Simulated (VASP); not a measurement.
# LiSb2P2 (P-3m1) in VASP: further runs

The runs below take LiSb2P2 through single point, relaxation of cell and atoms, with PBE.

Everything below comes from runs of VASP 6.6.1. Logs are shortened: lines on timing, memory, paths and dates and some standing lists are left out, and cuts for length are marked.

### 1 The cell of the first run

The structure is trigonal, space group P-3m1 (No. 164). Conventional cell: a = 4.849 Å, b = 4.849 Å, c = 5.647 Å, α = 90.00°, β = 90.00°, γ = 120.00°. Within 4.1 Å of Li (site symmetry -3m) lie 6 P at 3.10 Å and 6 Sb at 3.16 Å. Sb (site symmetry 3m) has 5 P at 2.78 to 2.86 Å and 3 Li at 3.16 Å within 3.7 Å. Within 3.7 Å of P (site symmetry 3m) lie 5 Sb at 2.78 to 2.86 Å and 3 Li at 3.10 Å.

The cell was generated, and may not be a known phase.

### 2 Single point, PBE

Input file INCAR:

```
SYSTEM = LiSb2P2
PREC     = Accurate       ! precision mode
ENCUT    = 520            ! plane-wave cutoff, eV
EDIFF    = 1E-6           ! SCF threshold, eV
ISMEAR   = 0              ! smearing method
SIGMA    = 0.1            ! smearing width, eV
LREAL    = .FALSE.        ! projectors in reciprocal space
LASPH    = .TRUE.         ! aspherical terms in the spheres
NELM     = 100            ! most SCF steps
ALGO     = Normal         ! electronic algorithm
ISIF     = 2              ! what is computed and relaxed
LWAVE    = .FALSE.        ! write WAVECAR
LCHARG   = .FALSE.        ! write CHGCAR
GGA      = PE             ! functional
NBANDS   = 20             ! bands
```

Input file KPOINTS:

```
regular mesh
0
G
  9 9 8
  0 0 0
```

Input file POSCAR:

```
LiSb2P2
1.0
    4.8486179056      0.0000000000      0.0000000000
   -2.4243089528      4.1990262795      0.0000000000
    0.0000000000      0.0000000000      5.6468699367
Li Sb P
1 2 2
Direct
    0.0000000000      0.0000000000      0.0000000000
    0.3333333333      0.6666666667      0.2586800370
    0.6666666667      0.3333333333      0.7413199630
    0.3333333333      0.6666666667      0.7655007087
    0.6666666667      0.3333333333      0.2344992913
```

Potentials or basis: VASP PAW PBE potentials, release 64 (Li_sv, Sb, P).

The run is started by

```
> cat potpaw_PBE.64/Li_sv/POTCAR potpaw_PBE.64/Sb/POTCAR potpaw_PBE.64/P/POTCAR > POTCAR
> mpirun -np 1 vasp_std > vasp.out
```

OUTCAR:

```text
SYSTEM = LiSb2P2
   PREC = Accurate
   ENCUT = 520
   EDIFF = 1E-6
   ISMEAR = 0
   LREAL = .FALSE.
   LASPH = .TRUE.
   NELM = 100
   ISIF = 2
   GGA = PE

 ion  position               nearest neighbor table
   1  0.000  0.000  0.000-   2 3.16   3 3.16   3 3.16   2 3.16   3 3.16   2 3.16
   2  0.333  0.667  0.259-   4 2.78   5 2.80   5 2.80   5 2.80   4 2.86   1 3.16   1 3.16   1 3.16

   3  0.667  0.333  0.741-   5 2.78   4 2.80   4 2.80   4 2.80   5 2.86   1 3.16   1 3.16   1 3.16

   4  0.333  0.667  0.766-   2 2.78   3 2.80   3 2.80   3 2.80   2 2.86
   5  0.667  0.333  0.234-   3 2.78   2 2.80   2 2.80   2 2.80   3 2.86

  LATTYP: Found a hexagonal cell.
 ALAT       =     4.8486179056
 C/A-ratio  =     1.1646349633

  Lattice vectors:

 A1 = (   4.8486179056,   0.0000000000,   0.0000000000)
 A2 = (  -2.4243089528,   4.1990262795,   0.0000000000)
 A3 = (   0.0000000000,   0.0000000000,   5.6468699367)

Analysis of symmetry for initial positions (statically):
=====================================================================
 Subroutine PRICEL returns:
 Original cell was already a primitive cell.

 Routine SETGRP: Setting up the symmetry group for a
 hexagonal supercell.

 Subroutine GETGRP returns: Found 12 space group operations
 (whereof 12 operations were pure point group operations)
 out of a pool of 24 trial point group operations.

The static configuration has the point symmetry D_3d.

Analysis of symmetry for dynamics (positions and initial velocities):
=====================================================================
 Subroutine PRICEL returns:
 Original cell was already a primitive cell.

 Routine SETGRP: Setting up the symmetry group for a
 hexagonal supercell.

 Subroutine GETGRP returns: Found 12 space group operations
 (whereof 12 operations were pure point group operations)
 out of a pool of 24 trial point group operations.

The dynamic configuration has the point symmetry D_3d.

 Subroutine INISYM returns: Found 12 space group operations
 (whereof 12 operations are pure point group operations),
 and found     1 'primitive' translations

----------------------------------------------------------------------------------------

                                     Primitive cell

  volume of cell :     114.9673

  direct lattice vectors                    reciprocal lattice vectors
[... 88 lines left out ...]
   LNONCOLLINEAR =      F non collinear calculations
   LSORBIT =      F    spin-orbit coupling
   LASPH  =      T    aspherical Exc in radial PAW
   ENCUT  =  520.0 eV  38.22 Ry    6.18 a.u.   9.02  9.02 10.50*2*pi/ulx,y,z
   NELM   =    100;   NELMIN=  2; NELMDL= -5     # of ELM steps
   EDIFF  = 0.1E-05   stopping-criterion for ELM
   LREAL  =      F    real-space projection
   EDIFFG = 0.1E-04   stopping-criterion for IOM
   NSW    =      0    number of steps for IOM
   IBRION =     -1    ionic relax: 0-MD 1-quasi-New 2-CG
   NFREE  =      0    steps in history (QN), initial steepest desc. (CG)
   ISIF   =      2    stress and relaxation
   ISYM   =      2    0-nonsym 1-usesym 2-fastsym
   POTIM  = 0.5000    time-step for ionic-motion
   TEBEG  =    0.0;   TEEND  =   0.0 temperature during run
   PSTRESS=    0.0 pullay stress
   NELECT =      23.0000    total number of electrons
   NUPDOWN=      -1.0000    fix difference up-down
   EMIN   =  10.00;   EMAX   =-10.00  energy-range for DOS
   EFERMI =   0.00;   METHOD = LEGACY
   ISMEAR =     0;   SIGMA  =   0.10  broadening in eV -4-tet -1-fermi 0-gaus
   EFERMI_NEDOS =   21; number of points for ismear=-14 and -15
   IALGO  =     38    algorithm
   IMIX   =      4    mixing-type and parameters
     AMIX     =   0.40;   BMIX     =  1.00
     AMIX_MAG =   1.60;   BMIX_MAG =  1.00
  volume/ion in A,a.u.               =      22.99       155.17
  Fermi-wavevector in a.u.,A,eV,Ry     =   0.957472  1.809359 12.473172  0.916752
  Thomas-Fermi vector in A             =   2.086493
   LORBIT       =      0    0 simple, 1 ext, 2 COOP (PROOUT), +10 PAW based schemes
   GGA     = PE    functional components
   LHFCALC =     F    Hartree Fock is set to
   AEXX    =    0.0000 exact exchange contribution
   IVDW    =     0    specifies the selected vdW correction
   LEPSILON=     F    determine dielectric tensor
   LRPA    =     F    only Hartree local field effects (RPA)
 non-spin polarized calculation
 Gauss-broadening in eV      SIGMA  =   0.10
  energy-cutoff  :      520.00
  volume of cell :      114.97
 maximum number of plane-waves:      3132
   NGX = 17   NGY = 17   NGZ = 21

 number of electron      23.0000007 magnetization

 Free energy of the ion-electron system (eV)
  ---------------------------------------------------
  ext. energy  EPLUGINS =         0.00000000
  ---------------------------------------------------
  free energy    TOTEN  =       -20.52526409 eV

  energy without entropy =      -20.51733575  energy(sigma->0) =      -20.52129992

 E-fermi :   6.2123     XC(G=0):  -9.3300

 val. band max:        6.2108047740   @ k =   0.2222   0.0000   0.5000
 cond. band min:       6.2440995631   @ k =   0.4444   0.1111   0.5000
 fundamental gap:      0.0332947891
 Fermi energy:         6.2122903607

 k-point     1 :       0.0000    0.0000    0.0000
  band No.  band energies     occupation
      1     -40.8850      2.00000
      2      -7.0654      2.00000
      3      -4.0712      2.00000
      4      -1.9203      2.00000
      5      -0.0538      2.00000
      6       1.4640      2.00000
[... 541 lines left out ...]
     19      11.6148      0.00000
     20      11.7033      0.00000

 [... further k-points ...]
[... 5 lines left out ...]
  --------------------------------------------------------------------------------------
  -------------------------------------------------------------------------------------
  Total       -0.0313712     -0.0313712     -0.0436221      0.0000000      0.0000000      0.0000000
  in kB       -0.4371871     -0.4371871     -0.6079152      0.0000000      0.0000000      0.0000000
  external PRESSURE =      -0.4940964 kB  Pullay stress =       0.0000000 kB

 VOLUME and BASIS-vectors are now :
 -----------------------------------------------------------------------------
  energy-cutoff  :      520.00
  volume of cell :      114.97
      direct lattice vectors                 reciprocal lattice vectors
     4.848617906  0.000000000  0.000000000     0.206244340  0.119075225  0.000000000
    -2.424308953  4.199026279  0.000000000     0.000000000  0.238150450  0.000000000
     0.000000000  0.000000000  5.646869937     0.000000000  0.000000000  0.177089257

 POSITION                                       TOTAL-FORCE (eV/Angst)
 -----------------------------------------------------------------------------------
      0.00000      0.00000      0.00000        -0.000000      0.000000     -0.000000
     -0.00000      2.79935      1.46073        -0.000000      0.000000      0.005338
      2.42431      1.39968      4.18614        -0.000000     -0.000000     -0.005338
     -0.00000      2.79935      4.32268        -0.000000      0.000000     -0.002081
      2.42431      1.39968      1.32419         0.000000      0.000000      0.002081
 -----------------------------------------------------------------------------------
    total drift:                                0.000000     -0.000000     -0.000000

  FREE ENERGIE OF THE ION-ELECTRON SYSTEM (eV)
  ---------------------------------------------------
  free  energy   TOTEN  =       -20.5252640876 eV

  energy  without entropy=      -20.5173357463  energy(sigma->0) =      -20.52129992
```

OSZICAR:

```text
N       E                     dE             d eps       ncg     rms          rms(c)
DAV:   1     0.930730804110E+02    0.93073E+02   -0.77549E+03  3240   0.954E+02
DAV:   2    -0.127344044971E+02   -0.10581E+03   -0.10264E+03  4088   0.173E+02
DAV:   3    -0.205086229424E+02   -0.77742E+01   -0.76624E+01  4544   0.449E+01
DAV:   4    -0.208912320856E+02   -0.38261E+00   -0.38024E+00  5524   0.878E+00
DAV:   5    -0.208968670846E+02   -0.56350E-02   -0.56328E-02  4124   0.105E+00    0.584E+00
DAV:   6    -0.205263634421E+02    0.37050E+00   -0.10045E+00  3760   0.374E+00    0.354E+00
DAV:   7    -0.205272624418E+02   -0.89900E-03   -0.17752E-01  3972   0.173E+00    0.146E+00
DAV:   8    -0.205249939440E+02    0.22685E-02   -0.19031E-02  3768   0.611E-01    0.394E-01
DAV:   9    -0.205249574110E+02    0.36533E-04   -0.37623E-03  4036   0.306E-01    0.993E-02
DAV:  10    -0.205251046267E+02   -0.14722E-03   -0.35471E-04  4060   0.991E-02    0.572E-02
DAV:  11    -0.205252544686E+02   -0.14984E-03   -0.26716E-04  3684   0.731E-02    0.203E-02
DAV:  12    -0.205252593986E+02   -0.49300E-05   -0.12162E-05  4340   0.179E-02    0.156E-02
DAV:  13    -0.205252631206E+02   -0.37220E-05   -0.65962E-06  3660   0.103E-02    0.498E-03
DAV:  14    -0.205252641882E+02   -0.10677E-05   -0.10021E-06  3428   0.442E-03    0.254E-03
DAV:  15    -0.205252640876E+02    0.10067E-06   -0.14143E-07  2200   0.184E-03
   1 F= -.20525264E+02 E0= -.20521300E+02  d E =-.792834E-02
```

It took 2 min on 1 thread of Intel Xeon 6975P-C (Granite Rapids), shared host; peak memory 0.32 GiB.

What came out:

| Item | Value |
| --- | --- |
| Free energy | -20.5253 eV |
| Largest force | 0.005 eV/Å |
| Band gap on the k mesh | zero (an odd number of electrons rules out a gap without spin polarisation) |

Forces in eV/Å, atoms in the order of the input:
```
Li   0.000  0.000  0.000
Sb   0.000  0.000  0.005
Sb   0.000  0.000 -0.005
P    0.000  0.000 -0.002
P    0.000  0.000  0.002
```

Caveat: the cutoff is under 1.25 times the usual one of these potentials, so pressure, stress and relaxed cells hold a basis-set (Pulay) error; spin-orbit coupling is left out, which moves the levels of the heavy elements; an odd number of electrons without spin polarisation forces a metal; a magnetic or distorted state may lie lower.

### 3 Relaxation of cell and atoms, PBE

This run uses another cell than the first one, of 22.87 Å³/atom.

Input file INCAR:

```
SYSTEM = LiSb2P2
PREC     = Accurate       ! precision mode
ENCUT    = 600            ! plane-wave cutoff, eV
EDIFF    = 1E-7           ! SCF threshold, eV
ISMEAR   = 0              ! smearing method
SIGMA    = 0.1            ! smearing width, eV
LREAL    = .False.        ! projectors in reciprocal space
LASPH    = .True.         ! aspherical terms in the spheres
NELM     = 100            ! most SCF steps
ALGO     = Normal         ! electronic algorithm
ISIF     = 3              ! what is computed and relaxed
LWAVE    = .False.        ! write WAVECAR
LCHARG   = .False.        ! write CHGCAR
GGA      = PE             ! functional
IBRION   = 2              ! ionic algorithm
NSW      = 100            ! ionic steps
EDIFFG   = -0.01          ! ionic threshold
```

Input file KPOINTS:

```
regular mesh
0
Gamma
  9 9 8
  0 0 0
```

Input file POSCAR:

```
LiSb2P2
1.0
    4.8247692971      0.0000000000      0.0000000000
   -2.4123846486      4.1783727787      0.0000000000
    0.0000000000      0.0000000000      5.6716286466
Li Sb P
1 2 2
Direct
    0.0000000000      0.0000000000      0.0000000000
    0.3333333333      0.6666666667      0.2603004874
    0.6666666667      0.3333333333      0.7396995126
    0.3333333333      0.6666666667      0.7652807450
    0.6666666667      0.3333333333      0.2347192550
```

Potentials or basis: VASP PAW PBE potentials, release 64 (Li_sv, Sb, P).

The run is started by

```
> cat potpaw_PBE.64/Li_sv/POTCAR potpaw_PBE.64/Sb/POTCAR potpaw_PBE.64/P/POTCAR > POTCAR
> mpirun -np 1 vasp_std > vasp.out
```

OUTCAR:

```text
SYSTEM = LiSb2P2
   PREC = Accurate
   ENCUT = 600
   EDIFF = 1E-7
   ISMEAR = 0
   LREAL = .False.
   LASPH = .True.
   NELM = 100
   ISIF = 3
   GGA = PE
   IBRION = 2
   NSW = 100
   EDIFFG = -0.01

 ion  position               nearest neighbor table
   1  0.000  0.000  0.000-   2 3.15   3 3.15   3 3.15   2 3.15   3 3.15   2 3.15
   2  0.333  0.667  0.260-   5 2.79   5 2.79   5 2.79   4 2.81   4 2.86   1 3.15   1 3.15   1 3.15

   3  0.667  0.333  0.740-   4 2.79   4 2.79   4 2.79   5 2.81   5 2.86   1 3.15   1 3.15   1 3.15

   4  0.333  0.667  0.765-   3 2.79   3 2.79   3 2.79   2 2.81   2 2.86
   5  0.667  0.333  0.235-   2 2.79   2 2.79   2 2.79   3 2.81   3 2.86

  LATTYP: Found a hexagonal cell.
 ALAT       =     4.8247692971
 C/A-ratio  =     1.1755232836

  Lattice vectors:

 A1 = (   4.8247692971,   0.0000000000,   0.0000000000)
 A2 = (  -2.4123846486,   4.1783727787,   0.0000000000)
[... 403 lines left out ...]
      6       1.4954      2.00000
      7       1.8568      2.00000
      8       1.8568      2.00000
      9       3.7686      2.00000
     10       4.1155      2.00000
     11       4.1155      2.00000
     12       5.2421      2.00000
     13       5.2421      2.00000
     14       8.0994      0.00000
[... 401 lines left out ...]
      2      -6.4648      2.00000
      3      -3.9996      2.00000
      4      -3.1943      2.00000
      5      -0.6771      2.00000
      6       0.8715      2.00000
      7       1.1002      2.00000
      8       2.9788      2.00000
      9       3.2397      2.00000
     10       3.3748      2.00000
     11       5.3808      2.00000
     12       5.7738      2.00000
     13       7.2771      0.00000
     14       7.9646      0.00000
     15       9.2795      0.00000

 [... further k-points ...]

------------------------ aborting loop because EDIFF is reached ----------------------------------------

  FORCE on cell =-STRESS in cart. coord.  units (eV):
  Direction    XX          YY          ZZ          XY          YZ          ZX
  --------------------------------------------------------------------------------------
  -------------------------------------------------------------------------------------
  Total        0.0073739      0.0073739      0.0160894     -0.0000000      0.0000000     -0.0000000
  in kB        0.1029335      0.1029335      0.2245956     -0.0000000      0.0000000     -0.0000000
  external PRESSURE =       0.1434875 kB  Pullay stress =       0.0000000 kB
[... 20 lines left out ...]
  FREE ENERGIE OF THE ION-ELECTRON SYSTEM (eV)
  ---------------------------------------------------
  free  energy   TOTEN  =       -20.5249768821 eV

  energy  without entropy=      -20.5169959980  energy(sigma->0) =      -20.52098644

 reached required accuracy - stopping structural energy minimisation
```

OSZICAR:

```text
N       E                     dE             d eps       ncg     rms          rms(c)
DAV:   1     0.119383191664E+03    0.11938E+03   -0.86310E+03  2430   0.141E+03
DAV:   2    -0.107697807517E+02   -0.13015E+03   -0.12842E+03  3077   0.229E+02
DAV:   3    -0.203631346064E+02   -0.95934E+01   -0.94418E+01  3530   0.604E+01
[... 49 lines left out ...]
DAV:   1    -0.205249766554E+02   -0.19420E-04   -0.35325E-04  2794   0.118E-01    0.680E-03
DAV:   2    -0.205249772969E+02   -0.64143E-06   -0.12355E-05  3186   0.215E-02    0.311E-03
DAV:   3    -0.205249770548E+02    0.24208E-06   -0.57086E-07  3291   0.480E-03    0.138E-03
DAV:   4    -0.205249769413E+02    0.11348E-06   -0.52042E-08  1565   0.161E-03    0.566E-04
DAV:   5    -0.205249768821E+02    0.59136E-07   -0.13414E-08  1369   0.848E-04
   6 F= -.20524977E+02 E0= -.20520986E+02  d E =-.195739E-04
```

CONTCAR:

```text
LiSb2P2
   1.00000000000000
     4.8468087734838043   -0.0000000000002635    0.0000000000000000
    -2.4234043867923587    4.1974595251347813   -0.0000000000000000
    -0.0000000000000000   -0.0000000000000000    5.6416514040041417
  Li              Sb              P
     1     2     2
Direct
     0.0000000000000000    0.0000000000000000    0.0000000000000000
     0.3333333332999970    0.6666666667000030    0.2597120388989668
     0.6666666667000030    0.3333333332999970    0.7402879611010333
     0.3333333332999970    0.6666666667000030    0.7656075165960244
     0.6666666667000030    0.3333333332999970    0.2343924834039755

  0.00000000E+00  0.00000000E+00  0.00000000E+00
  0.00000000E+00  0.00000000E+00  0.00000000E+00
  0.00000000E+00  0.00000000E+00  0.00000000E+00
  0.00000000E+00  0.00000000E+00  0.00000000E+00
  0.00000000E+00  0.00000000E+00  0.00000000E+00
```

Run time: 7.4 min. Hardware: 1 thread of Intel Xeon 6975P-C (Granite Rapids), shared host; peak memory 0.4 GiB.

Results:

```yaml
Free_energy: -20.5250 eV
Relaxed_volume: 22.96 Å³/atom
Relaxed_cell: a = 4.847 Å, b = 4.847 Å, c = 5.642 Å, α = 90.00°, β = 90.00°, γ = 120.00°
Space_group_after_relaxing_to_0.1_Å: P-3m1 (No. 164)
Energy_gained_by_relaxing: 0.7 meV/atom
Ionic_steps: 6
Pressure_after_relaxing: 0.0 GPa
Largest_force_after_relaxing: 0.009 eV/Å
Band_gap_on_the_k_mesh: zero (an odd number of electrons rules out a gap without spin polarisation)
```

Forces on the atoms (eV/Å):
```
Li   0.000  0.000  0.000
Sb   0.000  0.000 -0.009
Sb   0.000  0.000  0.009
P    0.000  0.000 -0.004
P    0.000  0.000  0.004
```

Step by step:
| step | energy change (eV) | largest force (eV/Å) | pressure (GPa) | volume (Å³) |
| --- | --- | --- | --- | --- |
| 1 | 0.0000 | 0.0424 | 0.21 | 114.34 |
| 2 | -0.0032 | 0.0174 | -0.02 | 114.82 |
| 3 | -0.0032 | 0.0155 | -0.05 | 114.89 |
| 4 | -0.0033 | 0.0113 | 0.01 | 114.78 |
| 5 | -0.0033 | 0.0105 | 0.02 | 114.76 |
| 6 | -0.0033 | 0.0086 | 0.01 | 114.78 |

Final structure:
```cif
data_structure
_symmetry_space_group_name_H-M 'P 1'
_symmetry_Int_Tables_number 1
_cell_length_a 4.8468
_cell_length_b 4.8468
_cell_length_c 5.6417
_cell_angle_alpha 90.000
_cell_angle_beta 90.000
_cell_angle_gamma 120.000
_cell_volume 114.78
loop_
_atom_site_label
_atom_site_type_symbol
_atom_site_fract_x
_atom_site_fract_y
_atom_site_fract_z
_atom_site_occupancy
Li1 Li 0.00000 0.00000 0.00000 1
Sb1 Sb 0.33333 0.66667 0.25971 1
Sb2 Sb 0.66667 0.33333 0.74029 1
P1 P 0.33333 0.66667 0.76561 1
P2 P 0.66667 0.33333 0.23439 1
```

Levels at points of the mesh, in eV from the Fermi level:
```
           k point  band 7  band 8  band 9  band 10  band 11  band 12  band 13  band 14  band 15
(0.00, 0.00, 0.00)   -4.38   -4.38   -2.47    -2.12    -2.12    -0.99    -0.99     1.86     1.86
(0.00, 0.00, 0.50)   -3.58   -3.31   -3.31    -2.07    -1.79    -0.50    -0.50     0.46     0.46
```

Caveat: the cutoff is under 1.25 times the usual one of these potentials, so pressure, stress and relaxed cells hold a basis-set (Pulay) error; spin-orbit coupling is left out, which moves the levels of the heavy elements; an odd number of electrons without spin polarisation forces a metal; a magnetic or distorted state may lie lower.

(Part 1 of 2 ends here.)

The gap in the log of VASP goes by the Fermi energy; the results here count the filled bands.